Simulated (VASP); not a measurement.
# Al (C2/m) in VASP: further runs, part 2 of 2

VASP 6.6.1.

## Step 3: Single point, PBE+D3(BJ) (engineering shear strain xz -0.0467, normal strain along z +0.0233)

INCAR reads:

```
  PREC = Accurate
  ENCUT = 520
  EDIFF = 1E-6
  ISMEAR = 0
  SIGMA = 0.15
  LREAL = False
  LASPH = True
  NELM = 60
  ALGO = Fast
  ISIF = 2
  LWAVE = False
  LCHARG = False
  GGA = PE
  IVDW = 12
  NBANDS = 8
```

KPOINTS reads:

```
regular mesh
0
Gamma
  20 20 20
```

POSCAR reads:

```
Al
1.0
   -0.0464903655      1.9910220790      2.0374128934
    1.9445317135      0.0000000000      1.9909225279
    1.9910220790      1.9910220790     -0.0464903655
Al
1
Direct
    0.0000000000      0.0000000000      0.0000000000
```

Potentials or basis: VASP PAW PBE potentials, release 64 (Al).

Command:

```
$ cat potpaw_PBE.64/Al/POTCAR > POTCAR
$ mpirun -np 1 vasp_std > vasp.out
```

OUTCAR:

```text
PREC = Accurate
   ENCUT = 520
   EDIFF = 1E-6
   ISMEAR = 0
   LREAL = False
   LASPH = True
   NELM = 60
   ISIF = 2
   GGA = PE
   IVDW = 12
 IVDW          = 12

 ion  position               nearest neighbor table
   1  0.000  0.000  0.000-

  LATTYP: Found a base centered monoclinic cell.
 ALAT       =     3.9831295601
 B/A-ratio  =     0.9997275002
 C/A-ratio  =     0.6986917381
 COS(beta)  =    -0.6818326578

  Lattice vectors:

 A1 = (  -1.9910220790,   1.9910220790,   0.0464903655)
 A2 = (  -1.9910220790,  -1.9910220790,   0.0464903655)
 A3 = (   1.9445317135,   0.0000000000,   1.9909225279)

Analysis of symmetry for initial positions (statically):
=====================================================================
 Subroutine PRICEL returns:
 Original cell was already a primitive cell.

 Routine SETGRP: Setting up the symmetry group for a
 base centered monoclinic supercell.

 Subroutine GETGRP returns: Found  4 space group operations
 (whereof  4 operations were pure point group operations)
 out of a pool of  4 trial point group operations.

The static configuration has the point symmetry C_2h.

Analysis of symmetry for dynamics (positions and initial velocities):
=====================================================================
 Subroutine PRICEL returns:
 Original cell was already a primitive cell.

 Routine SETGRP: Setting up the symmetry group for a
 base centered monoclinic supercell.

 Subroutine GETGRP returns: Found  4 space group operations
 (whereof  4 operations were pure point group operations)
 out of a pool of  4 trial point group operations.

The dynamic configuration has the point symmetry C_2h.

 Subroutine INISYM returns: Found  4 space group operations
 (whereof  4 operations are pure point group operations),
 and found     1 'primitive' translations

----------------------------------------------------------------------------------------
[... 114 lines left out ...]
  Thomas-Fermi vector in A             =   2.060977
   LORBIT       =      0    0 simple, 1 ext, 2 COOP (PROOUT), +10 PAW based schemes
   GGA     = PE    functional components
   LHFCALC =     F    Hartree Fock is set to
   AEXX    =    0.0000 exact exchange contribution
   IVDW    =    12    specifies the selected vdW correction
   LEPSILON=     F    determine dielectric tensor
   LRPA    =     F    only Hartree local field effects (RPA)
 non-spin polarized calculation
 RMM-DIIS sequential band-by-band and
 Gauss-broadening in eV      SIGMA  =   0.15
  energy-cutoff  :      520.00
  volume of cell :       16.14
 maximum number of plane-waves:       448
 NGX is ok and might be reduce to    24
   NGX = 11   NGY = 11   NGZ = 11

 number of electron       3.0000000 magnetization

 Free energy of the ion-electron system (eV)
  ---------------------------------------------------
  ext. energy  EPLUGINS =         0.00000000
  ---------------------------------------------------
  free energy    TOTEN  =        -3.74201873 eV

  energy without entropy =       -3.73765651  energy(sigma->0) =       -3.73983762

 E-fermi :   8.2438     XC(G=0): -10.2748

 val. band max:        8.2437931046   @ k =  -0.1000   0.3500   0.0500
 cond. band min:       8.2452757139   @ k =   0.4000  -0.2500   0.3500
 fundamental gap:      0.0014826093
 Fermi energy:         8.2438244350

 k-point     1 :       0.0000    0.0000    0.0000
  band No.  band energies     occupation
      1      -3.0578      2.00000
      2      20.2077      0.00000
      3      21.0031      0.00000
      4      21.6980      0.00000
      5      21.8545      0.00000
      6      22.3372      0.00000
      7      23.4628      0.00000
      8      25.1655      0.00000
[... 243 lines left out ...]
 k-point    24 :      -0.4000    0.0500    0.0000
  band No.  band energies     occupation
      1       1.6087      2.00000
      2       5.7945      2.00000
      3      18.0297      0.00000
      4      20.0486      0.00000
      5      20.8377      0.00000
      6      21.4175      0.00000
      7      24.0162      0.00000
      8      25.3576      0.00000

 [... further k-points ...]

------------------------ aborting loop because EDIFF is reached ----------------------------------------

 Edisp (eV)   -0.34406

 E8    (eV) :    -0.1539

  FORCE on cell =-STRESS in cart. coord.  units (eV):
  Direction    XX          YY          ZZ          XY          YZ          ZX
  --------------------------------------------------------------------------------------
  -------------------------------------------------------------------------------------
  Total      -0.09390    -0.18917    -0.21282     0.00000    -0.00000     0.15929
  in kB      -9.31876   -18.77323   -21.12006     0.00000    -0.00000    15.80784
  external pressure =      -16.40 kB  Pullay stress =        0.00 kB

 VOLUME and BASIS-vectors are now :
 -----------------------------------------------------------------------------
  energy-cutoff  :      520.00
  volume of cell :       16.14
      direct lattice vectors                 reciprocal lattice vectors
    -0.046490365  1.991022079  2.037412893    -0.245527813  0.251127301  0.239806729
     1.944531713  0.000000000  1.990922528     0.256994536 -0.251127301  0.251273452
     1.991022079  1.991022079 -0.046490365     0.245527813  0.251127301 -0.239806729

 POSITION                                       TOTAL-FORCE (eV/Angst)
 -----------------------------------------------------------------------------------
      0.00000      0.00000      0.00000         0.000000      0.000000      0.000000
 -----------------------------------------------------------------------------------
    total drift:                               -0.000000      0.000000      0.000000

  FREE ENERGIE OF THE ION-ELECTRON SYSTEM (eV)
  ---------------------------------------------------
  free  energy   TOTEN  =        -4.0860793149 eV

  energy  without entropy=       -4.0817170991  energy(sigma->0) =       -4.08389821
```

OSZICAR:

```text
N       E                     dE             d eps       ncg     rms          rms(c)
DAV:   1    -0.229655826833E+01   -0.22966E+01   -0.87165E+02 33896   0.205E+02
DAV:   2    -0.375777149525E+01   -0.14612E+01   -0.13975E+01 47176   0.189E+01
DAV:   3    -0.376487442020E+01   -0.71029E-02   -0.70990E-02 43384   0.148E+00
DAV:   4    -0.376489132198E+01   -0.16902E-04   -0.16901E-04 53144   0.635E-02
DAV:   5    -0.376489136495E+01   -0.42976E-07   -0.44146E-07 43952   0.172E-03    0.134E+00
RMM:   6    -0.375166249810E+01    0.13229E-01   -0.97894E-04 33809   0.180E-01    0.789E-01
RMM:   7    -0.374200218263E+01    0.96603E-02   -0.32370E-03 38858   0.310E-01    0.125E-01
RMM:   8    -0.374201753155E+01   -0.15349E-04   -0.15743E-04 37857   0.787E-02    0.232E-02
RMM:   9    -0.374201946273E+01   -0.19312E-05   -0.22962E-05 39229   0.294E-02    0.120E-02
RMM:  10    -0.374201872801E+01    0.73472E-06   -0.48495E-06 40151   0.136E-02
   1 F= -.40860793E+01 E0= -.40838982E+01  d E =-.436222E-02
```

It took 1.7 min on 1 thread of Intel Xeon Platinum 8488C (Sapphire Rapids), shared host; peak memory 0.35 GiB.

What came out:

| Property | Result |
| --- | --- |
| Free energy | -4.0861 eV |
| Pressure | -1.6 GPa |
| Dispersion energy per atom | -0.344 eV |

Caveat: the cell differs from its parent crystal (engineering shear strain xz -0.0467, normal strain along z +0.0233); pairwise dispersion overbinds metals, which lowers pressure and volume.

## Step 4: Single point, PBE+D3(BJ) (engineering shear strain xz -0.0467, normal strain along z +0.0467)

INCAR reads:

```
ALGO     = Fast           # electronic algorithm
EDIFF    = 1E-6           # SCF threshold, eV
ENCUT    = 520            # plane-wave cutoff, eV
GGA      = PE             # functional
ISIF     = 2              # what is computed and relaxed
ISMEAR   = 0              # smearing method
IVDW     = 12             # dispersion correction
LASPH    = True           # aspherical terms in the spheres
LCHARG   = False          # write CHGCAR
LREAL    = False          # projectors in reciprocal space
LWAVE    = False          # write WAVECAR
NBANDS   = 8              # bands
NELM     = 60             # most SCF steps
PREC     = Accurate       # precision mode
SIGMA    = 0.15           # smearing width, eV
```

KPOINTS reads:

```
k-points
0
Gamma
  20 20 20
```

POSCAR reads:

```
Al
1.0
   -0.0464903655      1.9910220790      2.0840028101
    1.9445317135      0.0000000000      2.0375124445
    1.9910220790      1.9910220790     -0.0464903655
Al
1
Direct
    0.0000000000      0.0000000000      0.0000000000
```

Command:

```
$ cat potpaw_PBE.64/Al/POTCAR > POTCAR
$ mpirun -np 1 vasp_std > vasp.out
```

It took 89 s on 1 thread of Intel Xeon Platinum 8488C (Sapphire Rapids), shared host; peak memory 0.35 GiB.

The run converged. Its results:

```yaml
Free_energy: -4.0781 eV
Pressure: -3.2 GPa
Dispersion_energy_per_atom: -0.336 eV
```

Stress tensor (GPa, compression positive):
```
-2.17  0.00  1.29
 0.00 -2.76  0.00
 1.29  0.00 -4.82
```

Levels at points of the mesh, in eV from the Fermi level:
```csv
k point,band 1,band 2,band 3,band 4,band 5,band 6
"(0.00, 0.00, 0.00)",-11.14,11.81,12.74,13.32,13.37,13.82
"(0.50, 0.00, 0.00)",-4.71,-4.65,11.23,11.26,12.15,12.21
"(0.00, 0.50, 0.00)",-4.47,-4.10,10.20,10.38,11.67,11.97
"(0.50, 0.50, 0.00)",-3.34,-2.22,5.61,6.16,6.16,9.63
"(0.50, 0.00, 0.50)",-2.71,-1.30,4.52,4.98,6.17,8.93
"(0.00, 0.50, 0.50)",-2.70,-1.28,5.10,5.17,5.49,8.78
```

Caveat: the cell differs from its parent crystal (engineering shear strain xz -0.0467, normal strain along z +0.0467); pairwise dispersion overbinds metals, which lowers pressure and volume.

## Step 5: The runs side by side

```csv
cell,further INCAR settings,gap on the mesh (eV),pressure (GPa)
"a = 2.916, b = 2.850, c = 2.816 Å, angles 61.9, 62.7, 58.5°, 1 atom",ALGO = Fast; EDIFF = 1e-07; NBANDS = 8,none,-4.6
"a = 2.849, b = 2.783, c = 2.816 Å, angles 61.2, 61.9, 60.0°, 1 atom",ALGO = Fast; EDIFF = 1e-06; NBANDS = 8,none,-1.6
"a = 2.883, b = 2.816, c = 2.816 Å, angles 61.6, 62.3, 59.2°, 1 atom",ALGO = Fast; EDIFF = 1e-06; NBANDS = 8,none,-3.2
```

Alike in all rows: task single point; level PBE+D3(BJ); potentials or basis VASP PAW PBE potentials, release 64 (Al); no spin polarisation; k mesh 20 × 20 × 20; cutoff (eV) 520; smearing gaussian 0.15 eV.

Caveats: pairwise dispersion overbinds metals, which lowers pressure and volume.

Total energies depend on the potentials used, so only differences within one code and one set of settings carry meaning.
